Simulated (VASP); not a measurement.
Write the native input for VASP 6.6.1 that does the following.

- Task: single point
- Functional: PBEsol
- Dispersion: D3(BJ)
- Potentials or basis: VASP PAW PBE potentials, release 64 (C)
- Cutoff: 520 eV
- k mesh: 18 × 18 × 18
- Occupations: gaussian, width 0.03 eV
- Spin: no spin polarisation
- Dipole correction: no
- Further INCAR settings: ALGO = Normal; EDIFF = 1e-06; NBANDS = 11

The structure of C lies in POSCAR:

```
C
1.0
    0.0000000000      2.1279941339      3.3243844763
    1.2294111613      0.0000000000      3.3243844763
    1.2294111613      2.1279941339      0.0000000000
C
2
Direct
    0.1667066167      0.8332933833      0.1667066167
    0.8332933833      0.1667066167      0.8332933833
```

These files were run (other wordings do the same):

INCAR

```
SYSTEM = C
ALGO     = Normal         ! electronic algorithm
EDIFF    = 1E-6           ! SCF threshold, eV
ENCUT    = 520            ! plane-wave cutoff, eV
GGA      = PS             ! functional
ISIF     = 2              ! what is computed and relaxed
ISMEAR   = 0              ! smearing method
IVDW     = 12             ! dispersion correction
LASPH    = .TRUE.         ! aspherical terms in the spheres
LCHARG   = .FALSE.        ! write CHGCAR
LREAL    = .FALSE.        ! projectors in reciprocal space
LWAVE    = .FALSE.        ! write WAVECAR
NBANDS   = 11             ! bands
NELM     = 80             ! most SCF steps
PREC     = Accurate       ! precision mode
SIGMA    = 0.03           ! smearing width, eV
```

KPOINTS

```
k-points
0
G
  18 18 18
  0 0 0
```

Potentials or basis: VASP PAW PBE potentials, release 64 (C).

Command:

```bash
$ cat potpaw_PBE.64/C/POTCAR > POTCAR
$ mpirun -np 1 vasp_std > vasp.out
```

It gave:

* Pressure: 0.7 GPa
* Largest force: 0.003 eV/Å
* Dispersion energy per atom: -0.111 eV

Caveat: the PAW data sets were made with another functional, which shifts forces and pressure a little.

Run time: 2.8 min on 1 thread of Oxide Virtual Turin-like Processor (shared host), peak memory 0.21 GiB.
